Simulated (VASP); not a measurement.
# SnO2 (P4_2/mnm) in VASP: further runs

SnO2 is run at these levels: PBE; tasks: single point.

Program: VASP 6.6.1. These are calculated values, not measurements. Logs are shortened: lines on timing, memory, paths and dates and some standing lists are left out, and cuts for length are marked.

## 1. The cell of the first run

The structure is tetragonal, space group P4_2/mnm (No. 136). Conventional cell: a = 4.827 Å, b = 4.827 Å, c = 3.238 Å, α = 90.00°, β = 90.00°, γ = 90.00°. Within 2.8 Å of Sn (site symmetry mmm) lie 6 O at 2.09 Å. Within 2.8 Å of O (site symmetry m2m) lie 3 Sn at 2.09 Å and 1 O at 2.64 Å.

## 2. Single point, PBE

INCAR

```
PREC = Accurate ; ENCUT = 520
EDIFF = 1E-7 ; ISMEAR = 0
SIGMA = 0.02 ; LREAL = F
LASPH = T ; NELM = 100
ALGO = Normal ; ISIF = 2
LWAVE = F ; LCHARG = F
GGA = PE ; NBANDS = 35
```

KPOINTS

```
Automatic mesh
0
Gamma
  6 6 8
```

POSCAR

```
SnO2
1.0
    4.8274196559      0.0000000000      0.0000000000
    0.0000000000      4.8274196559      0.0000000000
    0.0000000000      0.0000000000      3.2380690887
Sn O
2 4
Direct
    0.0000000000      0.0000000000      0.0000000000
    0.5000000000      0.5000000000      0.5000000000
    0.3065442634      0.3065442634      0.0000000000
    0.1934557366      0.8065442634      0.5000000000
    0.6934557366      0.6934557366      0.0000000000
    0.8065442634      0.1934557366      0.5000000000
```

Potentials or basis: VASP PAW PBE potentials, release 64 (Sn_d, O).

Launch:

```
cat potpaw_PBE.64/Sn_d/POTCAR potpaw_PBE.64/O/POTCAR > POTCAR
mpirun -np 1 vasp_std > vasp.out
```

OUTCAR:

```text
PREC = Accurate
   ENCUT = 520
   EDIFF = 1E-7
   ISMEAR = 0
   LREAL = F
   LASPH = T
   NELM = 100
   ISIF = 2
   GGA = PE

 ion  position               nearest neighbor table
   1  0.000  0.000  0.000-   4 2.09   6 2.09   4 2.09   6 2.09   5 2.09   3 2.09
   2  0.500  0.500  0.500-   3 2.09   5 2.09   3 2.09   5 2.09   4 2.09   6 2.09
   3  0.307  0.307  0.000-   2 2.09   2 2.09   1 2.09
   4  0.193  0.807  0.500-   1 2.09   1 2.09   2 2.09
   5  0.693  0.693  0.000-   2 2.09   2 2.09   1 2.09
   6  0.807  0.193  0.500-   1 2.09   1 2.09   2 2.09

  LATTYP: Found a simple tetragonal cell.
 ALAT       =     4.8274196559
 C/A-ratio  =     0.6707660240

  Lattice vectors:

 A1 = (   4.8274196559,   0.0000000000,   0.0000000000)
 A2 = (   0.0000000000,   4.8274196559,   0.0000000000)
 A3 = (   0.0000000000,   0.0000000000,   3.2380690887)

Analysis of symmetry for initial positions (statically):
=====================================================================
 Subroutine PRICEL returns:
 Original cell was already a primitive cell.

 Routine SETGRP: Setting up the symmetry group for a
 simple tetragonal supercell.

 Subroutine GETGRP returns: Found 16 space group operations
 (whereof  8 operations were pure point group operations)
 out of a pool of 16 trial point group operations.

The static configuration has the point symmetry D_2h.
 The point group associated with its full space group is D_4h.

Analysis of symmetry for dynamics (positions and initial velocities):
=====================================================================
 Subroutine PRICEL returns:
 Original cell was already a primitive cell.

 Routine SETGRP: Setting up the symmetry group for a
 simple tetragonal supercell.

 Subroutine GETGRP returns: Found 16 space group operations
 (whereof  8 operations were pure point group operations)
 out of a pool of 16 trial point group operations.

The dynamic configuration has the point symmetry D_2h.
 The point group associated with its full space group is D_4h.

 Subroutine INISYM returns: Found 16 space group operations
 (whereof  8 operations are pure point group operations),
 and found     1 'primitive' translations

----------------------------------------------------------------------------------------

                                     Primitive cell

  volume of cell :      75.4599

  direct lattice vectors                    reciprocal lattice vectors
     4.827419656  0.000000000  0.000000000     0.207150004  0.000000000  0.000000000
     0.000000000  4.827419656  0.000000000     0.000000000  0.207150004  0.000000000
     0.000000000  0.000000000  3.238069089     0.000000000  0.000000000  0.308826023

  length of vectors
     4.827419656  4.827419656  3.238069089     0.207150004  0.207150004  0.308826023

  position of ions in fractional coordinates (direct lattice)
     0.000000000  0.000000000  0.000000000
     0.500000000  0.500000000  0.500000000
     0.306544263  0.306544263  0.000000000
     0.193455737  0.806544263  0.500000000
     0.693455737  0.693455737  0.000000000
     0.806544263  0.193455737  0.500000000

  ion indices of the primitive-cell ions
   primitive index   ion index
                 1           1
                 2           2
                 3           3
                 4           4
                 5           5
                 6           6

----------------------------------------------------------------------------------------

 KPOINTS: Automatic mesh

Automatic generation of k-mesh.
 Grid dimensions read from file:
 generate k-points for:    6    6    8

 Generating k-lattice:

  Cartesian coordinates                     Fractional coordinates (reciprocal lattice)
     0.034525001  0.000000000  0.000000000     0.166666667  0.000000000  0.000000000
     0.000000000  0.034525001  0.000000000     0.000000000  0.166666667  0.000000000
     0.000000000  0.000000000  0.038603253     0.000000000  0.000000000  0.125000000

  Length of vectors
     0.034525001  0.034525001  0.038603253

  Shift w.r.t. Gamma in fractional coordinates (k-lattice)
     0.000000000  0.000000000  0.000000000

 Subroutine IBZKPT returns following result:
 ===========================================

 Found     50 irreducible k-points:

 Following reciprocal coordinates:
            Coordinates               Weight
  0.000000  0.000000  0.000000      1.000000
  0.166667  0.000000  0.000000      4.000000
  0.333333  0.000000  0.000000      4.000000
  0.500000  0.000000  0.000000      2.000000
  0.166667  0.166667  0.000000      4.000000
  0.333333  0.166667  0.000000      8.000000
[... 16 lines left out ...]
  0.333333  0.000000  0.250000      8.000000
  0.500000  0.000000  0.250000      4.000000
 [... further k-points ...]
   k-points           NKPTS =     50   k-points in BZ     NKDIM =     50   number of bands    NBANDS=     35
   number of dos      NEDOS =    301   number of ions     NIONS =      6
   total plane-waves  NPLWV =  31104
   dimension x,y,z NGX =    36 NGY =   36 NGZ =   24
   dimension x,y,z NGXF=    72 NGYF=   72 NGZF=   48
   ions per type =               2   4
   NGX,Y,Z   is equivalent  to a cutoff of  12.40, 12.40, 12.32 a.u.
   NGXF,Y,Z  is equivalent  to a cutoff of  24.80, 24.80, 24.64 a.u.
 SYSTEM =  unknown system
   PREC   = accura    normal or accurate (medium, high low for compatibility)
   ISTART =      0    job   : 0-new  1-cont  2-samecut
   ICHARG =      2    charge: 1-file 2-atom 10-const
   ISPIN  =      1    spin polarized calculation?
   LNONCOLLINEAR =      F non collinear calculations
   LSORBIT =      F    spin-orbit coupling
   LASPH  =      T    aspherical Exc in radial PAW
   ENCUT  =  520.0 eV  38.22 Ry    6.18 a.u.   8.98  8.98  6.02*2*pi/ulx,y,z
   NELM   =    100;   NELMIN=  2; NELMDL= -5     # of ELM steps
   EDIFF  = 0.1E-06   stopping-criterion for ELM
   LREAL  =      F    real-space projection
   EDIFFG = 0.1E-05   stopping-criterion for IOM
   NSW    =      0    number of steps for IOM
   IBRION =     -1    ionic relax: 0-MD 1-quasi-New 2-CG
   NFREE  =      0    steps in history (QN), initial steepest desc. (CG)
   ISIF   =      2    stress and relaxation
   ISYM   =      2    0-nonsym 1-usesym 2-fastsym
   POTIM  = 0.5000    time-step for ionic-motion
   TEBEG  =    0.0;   TEEND  =   0.0 temperature during run
   PSTRESS=    0.0 pullay stress
   NELECT =      52.0000    total number of electrons
   NUPDOWN=      -1.0000    fix difference up-down
   EMIN   =  10.00;   EMAX   =-10.00  energy-range for DOS
   EFERMI =   0.00;   METHOD = LEGACY
   ISMEAR =     0;   SIGMA  =   0.02  broadening in eV -4-tet -1-fermi 0-gaus
   EFERMI_NEDOS =   21; number of points for ismear=-14 and -15
   IALGO  =     38    algorithm
   IMIX   =      4    mixing-type and parameters
     AMIX     =   0.40;   BMIX     =  1.00
     AMIX_MAG =   1.60;   BMIX_MAG =  1.00
  volume/ion in A,a.u.               =      12.58        84.87
  Fermi-wavevector in a.u.,A,eV,Ry     =   1.446007  2.732558 28.448934  2.090938
  Thomas-Fermi vector in A             =   2.564125
   LORBIT       =      0    0 simple, 1 ext, 2 COOP (PROOUT), +10 PAW based schemes
   GGA     = PE    functional components
   LHFCALC =     F    Hartree Fock is set to
   AEXX    =    0.0000 exact exchange contribution
   IVDW    =     0    specifies the selected vdW correction
   LEPSILON=     F    determine dielectric tensor
   LRPA    =     F    only Hartree local field effects (RPA)
 non-spin polarized calculation
 Gauss-broadening in eV      SIGMA  =   0.02
  energy-cutoff  :      520.00
  volume of cell :       75.46
 maximum number of plane-waves:      2068
 NGX is ok and might be reduce to    36
   NGX = 17   NGY = 17   NGZ = 13

 number of electron      52.0000002 magnetization

 Free energy of the ion-electron system (eV)
  ---------------------------------------------------
  ext. energy  EPLUGINS =         0.00000000
  ---------------------------------------------------
  free energy    TOTEN  =       -37.31099191 eV

  energy without entropy =      -37.31099191  energy(sigma->0) =      -37.31099191

 E-fermi :   5.6689     XC(G=0): -10.9761

 val. band max:        5.5317870662   @ k =   0.0000   0.0000   0.0000
 cond. band min:       6.2002695634   @ k =   0.0000   0.0000   0.0000
 fundamental gap:      0.6684824972
 Fermi energy:         5.6688553797

 k-point     1 :       0.0000    0.0000    0.0000
  band No.  band energies     occupation
      1     -15.5041      2.00000
      2     -14.8395      2.00000
      3     -14.6466      2.00000
      4     -14.6192      2.00000
      5     -14.6192      2.00000
      6     -14.5537      2.00000
[... 27 lines left out ...]
     34      17.0155      0.00000
     35      17.7816      0.00000

 k-point     2 :       0.1667    0.0000    0.0000
  band No.  band energies     occupation
      1     -15.4667      2.00000
      2     -14.8814      2.00000
      3     -14.6458      2.00000
      4     -14.6178      2.00000
      5     -14.6177      2.00000
      6     -14.5822      2.00000
[... 27 lines left out ...]
     34      17.1163      0.00000
     35      17.7899      0.00000

 k-point     3 :       0.3333    0.0000    0.0000
  band No.  band energies     occupation
      1     -15.3587      2.00000
      2     -15.0147      2.00000
      3     -14.6431      2.00000
      4     -14.6200      2.00000
      5     -14.6147      2.00000
      6     -14.6146      2.00000
[... 27 lines left out ...]
     34      17.4763      0.00000
     35      17.7704      0.00000
[... 723 lines left out ...]
 k-point    23 :       0.3333    0.0000    0.2500
  band No.  band energies     occupation
      1     -15.2635      2.00000
      2     -15.1415      2.00000
      3     -14.8604      2.00000
      4     -14.6785      2.00000
      5     -14.5536      2.00000
      6     -14.5468      2.00000
[... 27 lines left out ...]
     34      17.4092      0.00000
     35      17.7389      0.00000

 k-point    24 :       0.5000    0.0000    0.2500
  band No.  band energies     occupation
      1     -15.2206      2.00000
      2     -15.2206      2.00000
      3     -14.7558      2.00000
      4     -14.7558      2.00000
      5     -14.5493      2.00000
      6     -14.5493      2.00000
[... 27 lines left out ...]
     34      17.5158      0.00000
     35      17.8015      0.00000

 [... further k-points ...]

------------------------ aborting loop because EDIFF is reached ----------------------------------------

  FORCE on cell =-STRESS in cart. coord.  units (eV):
  Direction    XX          YY          ZZ          XY          YZ          ZX
  --------------------------------------------------------------------------------------
  -------------------------------------------------------------------------------------
  Total        0.2378694      0.2378694      0.3749367      0.0000000      0.0000000      0.0000000
  in kB        5.0504842      5.0504842      7.9607194      0.0000000      0.0000000      0.0000000
  external PRESSURE =       6.0205626 kB  Pullay stress =       0.0000000 kB

 VOLUME and BASIS-vectors are now :
 -----------------------------------------------------------------------------
  energy-cutoff  :      520.00
  volume of cell :       75.46
      direct lattice vectors                 reciprocal lattice vectors
     4.827419656  0.000000000  0.000000000     0.207150004  0.000000000  0.000000000
     0.000000000  4.827419656  0.000000000     0.000000000  0.207150004  0.000000000
     0.000000000  0.000000000  3.238069089     0.000000000  0.000000000  0.308826023

 POSITION                                       TOTAL-FORCE (eV/Angst)
 -----------------------------------------------------------------------------------
      0.00000      0.00000      0.00000         0.000000     -0.000000      0.000000
      2.41371      2.41371      1.61903         0.000000     -0.000000      0.000000
      1.47982      1.47982      0.00000        -0.008490     -0.008490     -0.000000
      0.93389      3.89353      1.61903         0.008490     -0.008490      0.000000
      3.34760      3.34760      0.00000         0.008490      0.008490      0.000000
      3.89353      0.93389      1.61903        -0.008490      0.008490      0.000000
 -----------------------------------------------------------------------------------
    total drift:                                0.000000      0.000000      0.000000

  FREE ENERGIE OF THE ION-ELECTRON SYSTEM (eV)
  ---------------------------------------------------
  free  energy   TOTEN  =       -37.3109919053 eV

  energy  without entropy=      -37.3109919053  energy(sigma->0) =      -37.31099191
```

Wall time 2.8 min (1 thread of Intel Xeon 8259CL, shared host); peak memory 0.24 GiB.

What came out:

* Free energy: -37.3110 eV
* Pressure: 0.6 GPa
* Largest force: 0.012 eV/Å
* Band gap on the k mesh: 0.67 eV

Forces in eV/Å, atoms in the order of the input:
```
Sn   0.000  0.000  0.000
Sn   0.000  0.000  0.000
O   -0.008 -0.008  0.000
O    0.008 -0.008  0.000
O    0.008  0.008  0.000
O   -0.008  0.008  0.000
```

Caveat: semilocal functionals underestimate gaps, and a narrow one can read as zero; spin-orbit coupling is left out, which moves the levels of the heavy elements.

## 3. Single point, PBE

INCAR

```
SYSTEM = SnO2
ALGO = Normal
EDIFF = 1E-6
ENCUT = 520
GGA = PE
ISIF = 2
ISMEAR = 0
LASPH = .TRUE.
LCHARG = .FALSE.
LREAL = .FALSE.
LWAVE = .FALSE.
NBANDS = 35
NELM = 60
PREC = Accurate
SIGMA = 0.02
```

KPOINTS

```
k-points
0
G
  6 6 8
  0 0 0
```

POSCAR is that of step 2.

Potentials or basis: VASP PAW PBE potentials, release 64 (Sn_d, O).

Launch:

```
cat potpaw_PBE.64/Sn_d/POTCAR potpaw_PBE.64/O/POTCAR > POTCAR
mpirun -np 1 vasp_std > vasp.out
```

OUTCAR:

```text
SYSTEM = SnO2
   EDIFF = 1E-6
   ENCUT = 520
   GGA = PE
   ISIF = 2
   ISMEAR = 0
   LASPH = .TRUE.
   LREAL = .FALSE.
   NELM = 60
   PREC = Accurate

 ion  position               nearest neighbor table
   1  0.000  0.000  0.000-   4 2.09   6 2.09   4 2.09   6 2.09   5 2.09   3 2.09
   2  0.500  0.500  0.500-   3 2.09   5 2.09   3 2.09   5 2.09   4 2.09   6 2.09
   3  0.307  0.307  0.000-   2 2.09   2 2.09   1 2.09
   4  0.193  0.807  0.500-   1 2.09   1 2.09   2 2.09
   5  0.693  0.693  0.000-   2 2.09   2 2.09   1 2.09
[... 1123 lines left out ...]
  -------------------------------------------------------------------------------------
  Total        0.2414095      0.2414095      0.3781382      0.0000000      0.0000000      0.0000000
  in kB        5.1256473      5.1256473      8.0286944      0.0000000      0.0000000      0.0000000
  external PRESSURE =       6.0933296 kB  Pullay stress =       0.0000000 kB

 VOLUME and BASIS-vectors are now :
 -----------------------------------------------------------------------------
  energy-cutoff  :      520.00
  volume of cell :       75.46
      direct lattice vectors                 reciprocal lattice vectors
     4.827419656  0.000000000  0.000000000     0.207150004  0.000000000  0.000000000
     0.000000000  4.827419656  0.000000000     0.000000000  0.207150004  0.000000000
     0.000000000  0.000000000  3.238069089     0.000000000  0.000000000  0.308826023

 POSITION                                       TOTAL-FORCE (eV/Angst)
 -----------------------------------------------------------------------------------
      0.00000      0.00000      0.00000         0.000000     -0.000000     -0.000000
      2.41371      2.41371      1.61903         0.000000     -0.000000     -0.000000
      1.47982      1.47982      0.00000        -0.008508     -0.008508      0.000000
      0.93389      3.89353      1.61903         0.008508     -0.008508     -0.000000
      3.34760      3.34760      0.00000         0.008508      0.008508     -0.000000
      3.89353      0.93389      1.61903        -0.008508      0.008508     -0.000000
 -----------------------------------------------------------------------------------
    total drift:                                0.000000      0.000000      0.000000

  FREE ENERGIE OF THE ION-ELECTRON SYSTEM (eV)
  ---------------------------------------------------
  free  energy   TOTEN  =       -37.3109917366 eV

  energy  without entropy=      -37.3109917366  energy(sigma->0) =      -37.31099174
```

Run time: 2.2 min. Hardware: 1 thread of Intel Xeon 8259CL, shared host; peak memory 0.24 GiB.

Results:

| Item | Value |
| --- | --- |
| Free energy | -37.3110 eV |
| Pressure | 0.6 GPa |
| Largest force | 0.012 eV/Å |
| Band gap on the k mesh | 0.67 eV |

Forces on the atoms (eV/Å):
```
Sn   0.000  0.000  0.000
Sn   0.000  0.000  0.000
O   -0.009 -0.009  0.000
O    0.009 -0.009  0.000
O    0.009  0.009  0.000
O   -0.009  0.009  0.000
```

Levels at points of the mesh, in eV from the valence-band top:
```
           k point  band 24  band 25  band 26  band 27  band 28  band 29
(0.00, 0.00, 0.00)    -0.74    -0.74     0.00     0.67     5.69     6.06
(0.50, 0.00, 0.00)    -1.21    -0.61    -0.61     3.88     3.88     6.81
(0.50, 0.50, 0.00)    -1.33    -0.85    -0.85     4.27     4.27     7.15
(0.00, 0.00, 0.50)    -1.53    -1.18    -1.18     5.58     5.58     9.36
(0.50, 0.00, 0.50)    -1.02    -0.75    -0.75     5.85     5.85     7.60
(0.50, 0.50, 0.50)    -0.92    -0.78    -0.78     4.35     4.35     8.61
```

Caveat: semilocal functionals underestimate gaps, and a narrow one can read as zero; spin-orbit coupling is left out, which moves the levels of the heavy elements.
